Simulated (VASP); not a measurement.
# LiH (F-43m) in VASP: further runs

The runs below take LiH through single point, with LDA, PBE, r2SCAN, HSE06.

Program: VASP 6.6.1. These are calculated values, not measurements. Logs are shortened: lines on timing, memory, paths and dates and some standing lists are left out, and cuts for length are marked.

### 1 The cell of the first run

It takes space group F-43m (No. 216, cubic). Conventional cell: a = 4.290 Å, b = 4.290 Å, c = 4.290 Å, α = 90.00°, β = 90.00°, γ = 90.00°. Within 2.5 Å of Li (site symmetry -43m) lie 4 H at 1.86 Å. H (site symmetry -43m) has 4 Li at 1.86 Å within 2.5 Å.

### 2 Single point, LDA

INCAR reads:

```
SYSTEM = LiH
PREC = Accurate
ENCUT = 520
EDIFF = 1E-6
ISMEAR = 0
SIGMA = 0.01
LREAL = .FALSE.
LASPH = .TRUE.
NELM = 100
ALGO = Normal
ISIF = 2
LWAVE = .FALSE.
LCHARG = .TRUE.
GGA = CA
LELF = .TRUE.
LVHAR = .TRUE.
NBANDS = 9
```

KPOINTS reads:

```
regular mesh
0
G
  6 6 6
  0 0 0
```

POSCAR reads:

```
LiH
1.0
    0.0000000000      2.1451220101      2.1451220101
    2.1451220101      0.0000000000      2.1451220101
    2.1451220101      2.1451220101      0.0000000000
Li H
1 1
Direct
    0.0000000000      0.0000000000      0.0000000000
    0.2500000000      0.2500000000      0.2500000000
```

Potentials or basis: VASP PAW LDA potentials, release 64 (Li_sv, H).

Started as:

```sh
$ cat potpaw_LDA.64/Li_sv/POTCAR potpaw_LDA.64/H/POTCAR > POTCAR
$ mpirun -np 1 vasp_std > vasp.out
```

OUTCAR:

```text
SYSTEM = LiH
   PREC = Accurate
   ENCUT = 520
   EDIFF = 1E-6
   ISMEAR = 0
   LREAL = .FALSE.
   LASPH = .TRUE.
   NELM = 100
   ISIF = 2
   GGA = CA

 ion  position               nearest neighbor table
   1  0.000  0.000  0.000-
   2  0.250  0.250  0.250-

  LATTYP: Found a face centered cubic cell.
 ALAT       =     4.2902440202

  Lattice vectors:

 A1 = (   0.0000000000,   2.1451220101,   2.1451220101)
 A2 = (   2.1451220101,   0.0000000000,   2.1451220101)
 A3 = (   2.1451220101,   2.1451220101,   0.0000000000)

Analysis of symmetry for initial positions (statically):
=====================================================================
 Subroutine PRICEL returns:
 Original cell was already a primitive cell.

 Routine SETGRP: Setting up the symmetry group for a
 face centered cubic supercell.

 Subroutine GETGRP returns: Found 24 space group operations
 (whereof 24 operations were pure point group operations)
 out of a pool of 48 trial point group operations.

The static configuration has the point symmetry T_d .

Analysis of symmetry for dynamics (positions and initial velocities):
=====================================================================
 Subroutine PRICEL returns:
 Original cell was already a primitive cell.

 Routine SETGRP: Setting up the symmetry group for a
 face centered cubic supercell.

 Subroutine GETGRP returns: Found 24 space group operations
 (whereof 24 operations were pure point group operations)
 out of a pool of 48 trial point group operations.

The dynamic configuration has the point symmetry T_d .

 Subroutine INISYM returns: Found 24 space group operations
 (whereof 24 operations are pure point group operations),
 and found     1 'primitive' translations

----------------------------------------------------------------------------------------

                                     Primitive cell

  volume of cell :      19.7418

  direct lattice vectors                    reciprocal lattice vectors
     0.000000000  2.145122010  2.145122010    -0.233086975  0.233086975  0.233086975
     2.145122010  0.000000000  2.145122010     0.233086975 -0.233086975  0.233086975
     2.145122010  2.145122010  0.000000000     0.233086975  0.233086975 -0.233086975

  length of vectors
     3.033660640  3.033660640  3.033660640     0.403718483  0.403718483  0.403718483

  position of ions in fractional coordinates (direct lattice)
     0.000000000  0.000000000  0.000000000
     0.250000000  0.250000000  0.250000000

  ion indices of the primitive-cell ions
   primitive index   ion index
                 1           1
                 2           2

----------------------------------------------------------------------------------------

 KPOINTS: regular mesh

Automatic generation of k-mesh.
 Grid dimensions read from file:
 generate k-points for:    6    6    6

 Generating k-lattice:

  Cartesian coordinates                     Fractional coordinates (reciprocal lattice)
    -0.038847829  0.038847829  0.038847829     0.166666667  0.000000000  0.000000000
     0.038847829 -0.038847829  0.038847829     0.000000000  0.166666667  0.000000000
     0.038847829  0.038847829 -0.038847829     0.000000000  0.000000000  0.166666667

  Length of vectors
     0.067286414  0.067286414  0.067286414

  Shift w.r.t. Gamma in fractional coordinates (k-lattice)
     0.000000000  0.000000000  0.000000000

 Subroutine IBZKPT returns following result:
 ===========================================

 Found     16 irreducible k-points:

 Following reciprocal coordinates:
            Coordinates               Weight
  0.000000  0.000000  0.000000      1.000000
  0.166667  0.000000  0.000000      8.000000
  0.333333  0.000000  0.000000      8.000000
  0.500000  0.000000  0.000000      4.000000
  0.166667  0.166667  0.000000      6.000000
  0.333333  0.166667  0.000000     24.000000
[... 8 lines left out ...]
 -0.333333  0.333333  0.166667     24.000000
 -0.333333  0.500000  0.166667     12.000000
   k-points           NKPTS =     16   k-points in BZ     NKDIM =     16   number of bands    NBANDS=      9
   number of dos      NEDOS =    301   number of ions     NIONS =      2
   total plane-waves  NPLWV =  13824
   dimension x,y,z NGX =    24 NGY =   24 NGZ =   24
   dimension x,y,z NGXF=    48 NGYF=   48 NGZF=   48
   ions per type =               1   1
   NGX,Y,Z   is equivalent  to a cutoff of  13.15, 13.15, 13.15 a.u.
   NGXF,Y,Z  is equivalent  to a cutoff of  26.30, 26.30, 26.30 a.u.
 SYSTEM =  LiH
   PREC   = accura    normal or accurate (medium, high low for compatibility)
   ISTART =      0    job   : 0-new  1-cont  2-samecut
   ICHARG =      2    charge: 1-file 2-atom 10-const
   ISPIN  =      1    spin polarized calculation?
   LNONCOLLINEAR =      F non collinear calculations
   LSORBIT =      F    spin-orbit coupling
   LASPH  =      T    aspherical Exc in radial PAW
   ENCUT  =  520.0 eV  38.22 Ry    6.18 a.u.   5.64  5.64  5.64*2*pi/ulx,y,z
   NELM   =    100;   NELMIN=  2; NELMDL= -5     # of ELM steps
   EDIFF  = 0.1E-05   stopping-criterion for ELM
   LREAL  =      F    real-space projection
   EDIFFG = 0.1E-04   stopping-criterion for IOM
   NSW    =      0    number of steps for IOM
   IBRION =     -1    ionic relax: 0-MD 1-quasi-New 2-CG
   NFREE  =      0    steps in history (QN), initial steepest desc. (CG)
   ISIF   =      2    stress and relaxation
   ISYM   =      2    0-nonsym 1-usesym 2-fastsym
   POTIM  = 0.5000    time-step for ionic-motion
   TEBEG  =    0.0;   TEEND  =   0.0 temperature during run
   PSTRESS=    0.0 pullay stress
   NELECT =       4.0000    total number of electrons
   NUPDOWN=      -1.0000    fix difference up-down
   EMIN   =  10.00;   EMAX   =-10.00  energy-range for DOS
   EFERMI =   0.00;   METHOD = LEGACY
   ISMEAR =     0;   SIGMA  =   0.01  broadening in eV -4-tet -1-fermi 0-gaus
   EFERMI_NEDOS =   21; number of points for ismear=-14 and -15
   IALGO  =     38    algorithm
   IMIX   =      4    mixing-type and parameters
     AMIX     =   0.40;   BMIX     =  1.00
     AMIX_MAG =   1.60;   BMIX_MAG =  1.00
  volume/ion in A,a.u.               =       9.87        66.61
  Fermi-wavevector in a.u.,A,eV,Ry     =   0.961537  1.817042 12.579322  0.924554
  Thomas-Fermi vector in A             =   2.090918
   LORBIT       =      0    0 simple, 1 ext, 2 COOP (PROOUT), +10 PAW based schemes
   GGA     = CA    functional components
   LHFCALC =     F    Hartree Fock is set to
   AEXX    =    0.0000 exact exchange contribution
   IVDW    =     0    specifies the selected vdW correction
   LEPSILON=     F    determine dielectric tensor
   LRPA    =     F    only Hartree local field effects (RPA)
 non-spin polarized calculation
 Gauss-broadening in eV      SIGMA  =   0.01
  energy-cutoff  :      520.00
  volume of cell :       19.74
 maximum number of plane-waves:       544
 NGX is ok and might be reduce to    24
   NGX = 11   NGY = 11   NGZ = 11

 number of electron       3.9999994 magnetization

 Free energy of the ion-electron system (eV)
  ---------------------------------------------------
  ext. energy  EPLUGINS =         0.00000000
  ---------------------------------------------------
  free energy    TOTEN  =        -6.33858653 eV

  energy without entropy =       -6.33858653  energy(sigma->0) =       -6.33858653

 E-fermi :  -1.6449     XC(G=0):  -8.0266

 val. band max:       -1.7332334683   @ k =  -0.3333   0.5000   0.1667
 cond. band min:       2.3103596398   @ k =   0.5000   0.0000   0.0000
 fundamental gap:      4.0435931081
 Fermi energy:        -1.6448992982

 k-point     1 :       0.0000    0.0000    0.0000
  band No.  band energies     occupation
      1     -44.1227      2.00000
      2      -5.4144      2.00000
      3      11.4414      0.00000
      4      15.1513      0.00000
      5      15.1513      0.00000
      6      15.1513      0.00000
      7      17.9694      0.00000
      8      17.9694      0.00000
      9      17.9694      0.00000

 k-point     2 :       0.1667    0.0000    0.0000
  band No.  band energies     occupation
      1     -44.1163      2.00000
      2      -4.9820      2.00000
      3       8.7890      0.00000
      4      13.7998      0.00000
      5      14.1089      0.00000
      6      14.1089      0.00000
      7      19.3925      0.00000
      8      19.3925      0.00000
      9      21.5987      0.00000

 k-point     3 :       0.3333    0.0000    0.0000
  band No.  band energies     occupation
      1     -44.1033      2.00000
      2      -3.7771      2.00000
      3       4.4745      0.00000
      4      13.2239      0.00000
      5      13.2239      0.00000
      6      14.1649      0.00000
      7      18.0246      0.00000
      8      18.0246      0.00000
      9      20.4400      0.00000

 k-point     4 :       0.5000    0.0000    0.0000
  band No.  band energies     occupation
      1     -44.0969      2.00000
      2      -2.7457      2.00000
      3       2.3104      0.00000
      4      13.0016      0.00000
      5      13.0016      0.00000
      6      14.2852      0.00000
      7      17.0539      0.00000
      8      17.0539      0.00000
      9      20.7087      0.00000
[... 109 lines left out ...]
 k-point    14 :       0.5000    0.3333    0.1667
  band No.  band energies     occupation
      1     -44.0949      2.00000
      2      -2.8063      2.00000
      3       4.4561      0.00000
      4       8.1107      0.00000
      5      10.4110      0.00000
      6      14.5068      0.00000
      7      16.9795      0.00000
      8      21.5790      0.00000
      9      25.2725      0.00000

 k-point    15 :      -0.3333    0.3333    0.1667
  band No.  band energies     occupation
      1     -44.0905      2.00000
      2      -1.9486      2.00000
      3       3.2053      0.00000
      4       7.1314      0.00000
      5       9.7509      0.00000
      6      15.2262      0.00000
      7      18.1068      0.00000
      8      21.2240      0.00000
      9      23.8816      0.00000

 k-point    16 :      -0.3333    0.5000    0.1667
  band No.  band energies     occupation
      1     -44.0885      2.00000
      2      -1.7332      2.00000
      3       4.8861      0.00000
      4       5.0171      0.00000
      5       9.0260      0.00000
      6      13.9632      0.00000
      7      17.5225      0.00000
      8      21.9697      0.00000
      9      26.0415      0.00000

------------------------ aborting loop because EDIFF is reached ----------------------------------------

  FORCE on cell =-STRESS in cart. coord.  units (eV):
  Direction    XX          YY          ZZ          XY          YZ          ZX
  --------------------------------------------------------------------------------------
  -------------------------------------------------------------------------------------
  Total       -0.2726271     -0.2726271     -0.2726271     -0.0000000     -0.0000000      0.0000000
  in kB      -22.1255253    -22.1255253    -22.1255253     -0.0000000     -0.0000000      0.0000000
  external PRESSURE =     -22.1255253 kB  Pullay stress =       0.0000000 kB

 VOLUME and BASIS-vectors are now :
 -----------------------------------------------------------------------------
  energy-cutoff  :      520.00
  volume of cell :       19.74
      direct lattice vectors                 reciprocal lattice vectors
     0.000000000  2.145122010  2.145122010    -0.233086975  0.233086975  0.233086975
     2.145122010  0.000000000  2.145122010     0.233086975 -0.233086975  0.233086975
     2.145122010  2.145122010  0.000000000     0.233086975  0.233086975 -0.233086975

 POSITION                                       TOTAL-FORCE (eV/Angst)
 -----------------------------------------------------------------------------------
      0.00000      0.00000      0.00000        -0.000000     -0.000000     -0.000000
      1.07256      1.07256      1.07256         0.000000      0.000000      0.000000
 -----------------------------------------------------------------------------------
    total drift:                                0.000000      0.000000      0.000000

  FREE ENERGIE OF THE ION-ELECTRON SYSTEM (eV)
  ---------------------------------------------------
  free  energy   TOTEN  =        -6.3385865297 eV

  energy  without entropy=       -6.3385865297  energy(sigma->0) =       -6.33858653
```

Wall time 3.2 s (1 thread of Intel Xeon Platinum 8259CL at 2.50GHz (Skylake/Cascade Lake), shared host); peak memory 0.12 GiB.

What came out:

```yaml
Free_energy: -6.3386 eV
Band_gap_on_the_k_mesh: 4.04 eV, indirect (least direct gap 5.06 eV)
```

Caveat: the k points lie up to 0.42 Å⁻¹ apart; the cutoff is under 1.25 times the usual one of these potentials, so pressure, stress and relaxed cells hold a basis-set (Pulay) error.

### 3 Single point, PBE

INCAR reads:

```
  PREC = Accurate
  ENCUT = 520
  EDIFF = 1E-6
  ISMEAR = 0
  SIGMA = 0.01
  LREAL = False
  LASPH = True
  NELM = 100
  ALGO = Normal
  ISIF = 2
  LWAVE = False
  LCHARG = False
  GGA = PE
  NBANDS = 9
```

KPOINTS reads:

```
Automatic mesh
0
Gamma
  8 8 8
```

POSCAR is that of step 2.

Potentials or basis: VASP PAW PBE potentials, release 64 (Li_sv, H).

Started as:

```sh
$ cat potpaw_PBE.64/Li_sv/POTCAR potpaw_PBE.64/H/POTCAR > POTCAR
$ mpirun -np 1 vasp_std > vasp.out
```

OUTCAR:

```text
PREC = Accurate
   ENCUT = 520
   EDIFF = 1E-6
   ISMEAR = 0
   LREAL = False
   LASPH = True
   NELM = 100
   ISIF = 2
   GGA = PE

 ion  position               nearest neighbor table
   1  0.000  0.000  0.000-
   2  0.250  0.250  0.250-

  LATTYP: Found a face centered cubic cell.
 ALAT       =     4.2902440202

  Lattice vectors:

 A1 = (   0.0000000000,   2.1451220101,   2.1451220101)
 A2 = (   2.1451220101,   0.0000000000,   2.1451220101)
[... 472 lines left out ...]

------------------------ aborting loop because EDIFF is reached ----------------------------------------

  FORCE on cell =-STRESS in cart. coord.  units (eV):
  Direction    XX          YY          ZZ          XY          YZ          ZX
  --------------------------------------------------------------------------------------
  -------------------------------------------------------------------------------------
  Total       -0.0254348     -0.0254348     -0.0254348      0.0000000      0.0000000      0.0000000
  in kB       -2.0642090     -2.0642090     -2.0642090      0.0000000      0.0000000      0.0000000
  external PRESSURE =      -2.0642090 kB  Pullay stress =       0.0000000 kB

 VOLUME and BASIS-vectors are now :
 -----------------------------------------------------------------------------
  energy-cutoff  :      520.00
  volume of cell :       19.74
      direct lattice vectors                 reciprocal lattice vectors
     0.000000000  2.145122010  2.145122010    -0.233086975  0.233086975  0.233086975
     2.145122010  0.000000000  2.145122010     0.233086975 -0.233086975  0.233086975
     2.145122010  2.145122010  0.000000000     0.233086975  0.233086975 -0.233086975

 POSITION                                       TOTAL-FORCE (eV/Angst)
 -----------------------------------------------------------------------------------
      0.00000      0.00000      0.00000        -0.000000     -0.000000     -0.000000
      1.07256      1.07256      1.07256         0.000000      0.000000      0.000000
 -----------------------------------------------------------------------------------
    total drift:                               -0.000000     -0.000000     -0.000000

  FREE ENERGIE OF THE ION-ELECTRON SYSTEM (eV)
  ---------------------------------------------------
  free  energy   TOTEN  =        -6.0306351656 eV

  energy  without entropy=       -6.0306351656  energy(sigma->0) =       -6.03063517
```

OSZICAR:

```text
N       E                     dE             d eps       ncg     rms          rms(c)
DAV:   1    -0.215181221599E+01   -0.21518E+01   -0.13514E+03   522   0.380E+02
DAV:   2    -0.628741193898E+01   -0.41356E+01   -0.41109E+01   718   0.496E+01
DAV:   3    -0.637265725457E+01   -0.85245E-01   -0.85191E-01   628   0.625E+00
DAV:   4    -0.637389853518E+01   -0.12413E-02   -0.12412E-02   706   0.575E-01
DAV:   5    -0.637391293603E+01   -0.14401E-04   -0.14401E-04   636   0.444E-02    0.331E+00
DAV:   6    -0.610150735518E+01    0.27241E+00   -0.26137E-01   548   0.143E+00    0.161E+00
DAV:   7    -0.602526117016E+01    0.76246E-01   -0.29354E-01   586   0.172E+00    0.290E-01
DAV:   8    -0.603067114959E+01   -0.54100E-02   -0.11566E-02   593   0.541E-01    0.519E-02
DAV:   9    -0.603063507722E+01    0.36072E-04   -0.23524E-04   683   0.703E-02    0.896E-03
DAV:  10    -0.603063566753E+01   -0.59031E-06   -0.11222E-05   627   0.225E-02    0.530E-03
DAV:  11    -0.603063516562E+01    0.50191E-06   -0.17223E-06   667   0.384E-03
   1 F= -.60306352E+01 E0= -.60306352E+01  d E =-.306054E-77
```

Wall time 4.8 s (1 thread of Intel Xeon Platinum 8259CL at 2.50GHz (Skylake/Cascade Lake), shared host); peak memory 0.13 GiB.

Results:

| Quantity | Value |
| --- | --- |
| Free energy | -6.0306 eV |
| Band gap on the k mesh | 4.20 eV, indirect (least direct gap 5.27 eV) |

Caveat: the cutoff is under 1.25 times the usual one of these potentials, so pressure, stress and relaxed cells hold a basis-set (Pulay) error. A k mesh can miss the band edges.

(Part 1 of 2 ends here.)
